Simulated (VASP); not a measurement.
# Ir (Fd-3m) in VASP: notebook

Ir is run at these levels: PBEsol; tasks: single point.

Everything below comes from runs of VASP 6.6.1. Logs are shortened: lines on timing, memory, paths and dates and some standing lists are left out, and cuts for length are marked.

## 1. The cell of the first run

It takes space group Fd-3m (No. 227, cubic). Conventional cell: a = 5.357 Å, b = 5.357 Å, c = 5.357 Å, α = 90.00°, β = 90.00°, γ = 90.00°. Ir (site symmetry -43m) has 4 Ir at 2.32 Å within 3.1 Å.

## 2. Single point, PBEsol (volume scaled by 0.92)

Contents of INCAR:

```
SYSTEM = Ir
PREC     = Accurate       ! precision mode
ENCUT    = 520            ! plane-wave cutoff, eV
EDIFF    = 1E-6           ! SCF threshold, eV
ISMEAR   = -1             ! smearing method
SIGMA    = 0.1            ! smearing width, eV
LREAL    = .False.        ! projectors in reciprocal space
LASPH    = .True.         ! aspherical terms in the spheres
NELM     = 60             ! most SCF steps
ALGO     = Normal         ! electronic algorithm
ISIF     = 2              ! what is computed and relaxed
LWAVE    = .False.        ! write WAVECAR
LCHARG   = .False.        ! write CHGCAR
GGA      = PS             ! functional
NBANDS   = 16             ! bands
```

Contents of KPOINTS:

```
regular mesh
0
Gamma
  11 11 11
  0 0 0
```

Contents of POSCAR:

```
Ir
1.0
    0.0000000000      2.6786790590      2.6786790590
    2.6786790590      0.0000000000      2.6786790590
    2.6786790590      2.6786790590      0.0000000000
Ir
2
Direct
    0.1250000000      0.1250000000      0.1250000000
    0.8750000000      0.8750000000      0.8750000000
```

Potentials or basis: VASP PAW PBE potentials, release 64 (Ir).

Run with:

```sh
> cat potpaw_PBE.64/Ir/POTCAR > POTCAR
> mpirun -np 1 vasp_std > vasp.out
```

OUTCAR:

```text
SYSTEM = Ir
   PREC = Accurate
   ENCUT = 520
   EDIFF = 1E-6
   ISMEAR = -1
   LREAL = .False.
   LASPH = .True.
   NELM = 60
   ISIF = 2
   GGA = PS

 ion  position               nearest neighbor table
   1  0.125  0.125  0.125-   2 2.32   2 2.32   2 2.32   2 2.32
   2  0.875  0.875  0.875-   1 2.32   1 2.32   1 2.32   1 2.32

  LATTYP: Found a face centered cubic cell.
 ALAT       =     5.3573581180

  Lattice vectors:

 A1 = (   0.0000000000,   2.6786790590,   2.6786790590)
 A2 = (   2.6786790590,   0.0000000000,   2.6786790590)
 A3 = (   2.6786790590,   2.6786790590,   0.0000000000)

Analysis of symmetry for initial positions (statically):
=====================================================================
 Subroutine PRICEL returns:
 Original cell was already a primitive cell.

 Routine SETGRP: Setting up the symmetry group for a
 face centered cubic supercell.

 Subroutine GETGRP returns: Found 48 space group operations
 (whereof 12 operations were pure point group operations)
 out of a pool of 48 trial point group operations.

The static configuration has the point symmetry D_3d.
 The point group associated with its full space group is O_h .

Analysis of symmetry for dynamics (positions and initial velocities):
=====================================================================
 Subroutine PRICEL returns:
 Original cell was already a primitive cell.

 Routine SETGRP: Setting up the symmetry group for a
 face centered cubic supercell.

 Subroutine GETGRP returns: Found 48 space group operations
 (whereof 12 operations were pure point group operations)
 out of a pool of 48 trial point group operations.

The dynamic configuration has the point symmetry D_3d.
 The point group associated with its full space group is O_h .

 Subroutine INISYM returns: Found 48 space group operations
 (whereof 12 operations are pure point group operations),
 and found     1 'primitive' translations

----------------------------------------------------------------------------------------

                                     Primitive cell

  volume of cell :      38.4408

  direct lattice vectors                    reciprocal lattice vectors
     0.000000000  2.678679059  2.678679059    -0.186659166  0.186659166  0.186659166
     2.678679059  0.000000000  2.678679059     0.186659166 -0.186659166  0.186659166
     2.678679059  2.678679059  0.000000000     0.186659166  0.186659166 -0.186659166

  length of vectors
     3.788224254  3.788224254  3.788224254     0.323303160  0.323303160  0.323303160

  position of ions in fractional coordinates (direct lattice)
     0.125000000  0.125000000  0.125000000
     0.875000000  0.875000000  0.875000000

  ion indices of the primitive-cell ions
   primitive index   ion index
                 1           1
                 2           2

----------------------------------------------------------------------------------------

 KPOINTS: regular mesh

Automatic generation of k-mesh.
 Grid dimensions read from file:
 generate k-points for:   11   11   11

 Generating k-lattice:

  Cartesian coordinates                     Fractional coordinates (reciprocal lattice)
    -0.016969015  0.016969015  0.016969015     0.090909091  0.000000000  0.000000000
     0.016969015 -0.016969015  0.016969015     0.000000000  0.090909091  0.000000000
     0.016969015  0.016969015 -0.016969015     0.000000000  0.000000000  0.090909091

  Length of vectors
     0.029391196  0.029391196  0.029391196

  Shift w.r.t. Gamma in fractional coordinates (k-lattice)
     0.000000000  0.000000000  0.000000000

 Subroutine IBZKPT returns following result:
 ===========================================

 Found     56 irreducible k-points:

 Following reciprocal coordinates:
            Coordinates               Weight
  0.000000  0.000000  0.000000      1.000000
  0.090909  0.000000  0.000000      8.000000
  0.181818  0.000000  0.000000      8.000000
  0.272727  0.000000  0.000000      8.000000
  0.363636  0.000000  0.000000      8.000000
  0.454545  0.000000  0.000000      8.000000
[... 16 lines left out ...]
 -0.272727  0.181818  0.000000     24.000000
 -0.181818  0.181818  0.000000     12.000000
 [... further k-points ...]
   k-points           NKPTS =     56   k-points in BZ     NKDIM =     56   number of bands    NBANDS=     16
   number of dos      NEDOS =    301   number of ions     NIONS =      2
   total plane-waves  NPLWV =  21952
   dimension x,y,z NGX =    28 NGY =   28 NGZ =   28
   dimension x,y,z NGXF=    56 NGYF=   56 NGZF=   56
   ions per type =               2
   NGX,Y,Z   is equivalent  to a cutoff of  12.29, 12.29, 12.29 a.u.
   NGXF,Y,Z  is equivalent  to a cutoff of  24.58, 24.58, 24.58 a.u.
 SYSTEM =  Ir
   PREC   = accura    normal or accurate (medium, high low for compatibility)
   ISTART =      0    job   : 0-new  1-cont  2-samecut
   ICHARG =      2    charge: 1-file 2-atom 10-const
   ISPIN  =      1    spin polarized calculation?
   LNONCOLLINEAR =      F non collinear calculations
   LSORBIT =      F    spin-orbit coupling
   LASPH  =      T    aspherical Exc in radial PAW
   ENCUT  =  520.0 eV  38.22 Ry    6.18 a.u.   7.04  7.04  7.04*2*pi/ulx,y,z
   NELM   =     60;   NELMIN=  2; NELMDL= -5     # of ELM steps
   EDIFF  = 0.1E-05   stopping-criterion for ELM
   LREAL  =      F    real-space projection
   EDIFFG = 0.1E-04   stopping-criterion for IOM
   NSW    =      0    number of steps for IOM
   IBRION =     -1    ionic relax: 0-MD 1-quasi-New 2-CG
   NFREE  =      0    steps in history (QN), initial steepest desc. (CG)
   ISIF   =      2    stress and relaxation
   ISYM   =      2    0-nonsym 1-usesym 2-fastsym
   POTIM  = 0.5000    time-step for ionic-motion
   TEBEG  =    0.0;   TEEND  =   0.0 temperature during run
   PSTRESS=    0.0 pullay stress
   NELECT =      18.0000    total number of electrons
   NUPDOWN=      -1.0000    fix difference up-down
   EMIN   =  10.00;   EMAX   =-10.00  energy-range for DOS
   EFERMI =   0.00;   METHOD = LEGACY
   ISMEAR =    -1;   SIGMA  =   0.10  broadening in eV -4-tet -1-fermi 0-gaus
   EFERMI_NEDOS =   21; number of points for ismear=-14 and -15
   IALGO  =     38    algorithm
   IMIX   =      4    mixing-type and parameters
     AMIX     =   0.40;   BMIX     =  1.00
     AMIX_MAG =   1.60;   BMIX_MAG =  1.00
  volume/ion in A,a.u.               =      19.22       129.71
  Fermi-wavevector in a.u.,A,eV,Ry     =   1.271262  2.402336 21.988463  1.616106
  Thomas-Fermi vector in A             =   2.404204
   LORBIT       =      0    0 simple, 1 ext, 2 COOP (PROOUT), +10 PAW based schemes
   GGA     = PS    functional components
   LHFCALC =     F    Hartree Fock is set to
   AEXX    =    0.0000 exact exchange contribution
   IVDW    =     0    specifies the selected vdW correction
   LEPSILON=     F    determine dielectric tensor
   LRPA    =     F    only Hartree local field effects (RPA)
 non-spin polarized calculation
  energy-cutoff  :      520.00
  volume of cell :       38.44
 maximum number of plane-waves:      1044
   NGX = 15   NGY = 15   NGZ = 15

 number of electron      18.0000001 magnetization

 Free energy of the ion-electron system (eV)
  ---------------------------------------------------
  ext. energy  EPLUGINS =         0.00000000
  ---------------------------------------------------
  free energy    TOTEN  =       -17.09691331 eV

  energy without entropy =      -17.04158734  energy(sigma->0) =      -17.06925033

 E-fermi :   6.4573     XC(G=0): -11.9472

 val. band max:        6.4057667823   @ k =  -0.4545   0.2727   0.0000
 cond. band min:       6.4887416263   @ k =   0.2727   0.1818   0.0000
 fundamental gap:      0.0829748440
 Fermi energy:         6.4573090978

 k-point     1 :       0.0000    0.0000    0.0000
  band No.  band energies     occupation
      1      -2.4396      2.00000
      2       0.5720      2.00000
      3       0.5720      2.00000
      4       1.1677      2.00000
      5       1.1677      2.00000
      6       1.1677      2.00000
[... 8 lines left out ...]
     15      19.2374      0.00000
     16      19.2374      0.00000

 k-point     2 :       0.0909    0.0000    0.0000
  band No.  band energies     occupation
      1      -2.2782      2.00000
      2       0.4706      2.00000
      3       0.4706      2.00000
      4       1.1468      2.00000
      5       1.3303      2.00000
      6       1.3303      2.00000
[... 8 lines left out ...]
     15      19.1215      0.00000
     16      19.2084      0.00000

 k-point     3 :       0.1818    0.0000    0.0000
  band No.  band energies     occupation
      1      -1.8215      2.00000
      2       0.3576      2.00000
      3       0.3576      2.00000
      4       1.0949      2.00000
      5       1.5697      2.00000
      6       1.5697      2.00000
[... 8 lines left out ...]
     15      18.3538      0.00000
     16      19.7004      0.00000

 k-point     4 :       0.2727    0.0000    0.0000
  band No.  band energies     occupation
      1      -1.1655      2.00000
      2       0.3613      2.00000
      3       0.3613      2.00000
      4       1.0259      2.00000
      5       1.6272      2.00000
      6       1.6272      2.00000
[... 8 lines left out ...]
     15      17.3141      0.00000
     16      20.4133      0.00000
[... 324 lines left out ...]
 k-point    22 :      -0.3636    0.1818    0.0000
  band No.  band energies     occupation
      1      -0.0695      2.00000
      2       0.3003      2.00000
      3       0.4656      2.00000
      4       0.8833      2.00000
      5       1.4024      2.00000
      6       2.1583      2.00000
[... 8 lines left out ...]
     15      16.9582      0.00000
     16      20.9432      0.00000

 k-point    23 :      -0.2727    0.1818    0.0000
  band No.  band energies     occupation
      1      -0.3449      2.00000
      2       0.1056      2.00000
      3       0.5275      2.00000
      4       0.9297      2.00000
      5       1.2624      2.00000
      6       2.3835      2.00000
[... 8 lines left out ...]
     15      17.0606      0.00000
     16      20.1187      0.00000

 k-point    24 :      -0.1818    0.1818    0.0000
  band No.  band energies     occupation
      1      -0.9284      2.00000
      2       0.0423      2.00000
      3       0.7470      2.00000
      4       0.7823      2.00000
      5       1.3513      2.00000
      6       2.2738      2.00000
[... 8 lines left out ...]
     15      17.6702      0.00000
     16      19.3814      0.00000

 [... further k-points ...]

------------------------ aborting loop because EDIFF is reached ----------------------------------------

  FORCE on cell =-STRESS in cart. coord.  units (eV):
  Direction    XX          YY          ZZ          XY          YZ          ZX
  --------------------------------------------------------------------------------------
  -------------------------------------------------------------------------------------
  Total        4.7842594      4.7842594      4.7842594      0.0000000     -0.0000000     -0.0000000
  in kB      199.4037208    199.4037208    199.4037208      0.0000000     -0.0000000     -0.0000000
  external PRESSURE =     199.4037208 kB  Pullay stress =       0.0000000 kB

 VOLUME and BASIS-vectors are now :
 -----------------------------------------------------------------------------
  energy-cutoff  :      520.00
  volume of cell :       38.44
      direct lattice vectors                 reciprocal lattice vectors
     0.000000000  2.678679059  2.678679059    -0.186659166  0.186659166  0.186659166
     2.678679059  0.000000000  2.678679059     0.186659166 -0.186659166  0.186659166
     2.678679059  2.678679059  0.000000000     0.186659166  0.186659166 -0.186659166

 POSITION                                       TOTAL-FORCE (eV/Angst)
 -----------------------------------------------------------------------------------
      0.66967      0.66967      0.66967         0.000000      0.000000     -0.000000
      4.68769      4.68769      4.68769        -0.000000     -0.000000      0.000000
 -----------------------------------------------------------------------------------
    total drift:                                0.000000     -0.000000     -0.000000

  FREE ENERGIE OF THE ION-ELECTRON SYSTEM (eV)
  ---------------------------------------------------
  free  energy   TOTEN  =       -17.0969133122 eV

  energy  without entropy=      -17.0415873439  energy(sigma->0) =      -17.06925033
```

It took 15 s on 1 thread of AMD EPYC 9R45 (Zen 5), shared host; peak memory 0.14 GiB.

Results:

- Free energy: -17.0969 eV
- Pressure: 19.9 GPa
- Band gap on the k mesh: zero (band 9 reaches 7.66 eV, above the bottom of band 10 at 5.94 eV)

Levels at points of the mesh, in eV from the Fermi level:
```csv
k point,band 5,band 6,band 7,band 8,band 9,band 10,band 11,band 12,band 13,band 14
"(0.00, 0.00, 0.00)",-5.29,-5.29,-2.01,-2.01,-2.01,1.07,1.07,11.25,11.29,12.78
```

Caveat: the PAW data sets were made with another functional, which shifts forces and pressure a little; spin-orbit coupling is left out, which moves the levels of the heavy elements.

[end of part 1 of 2]
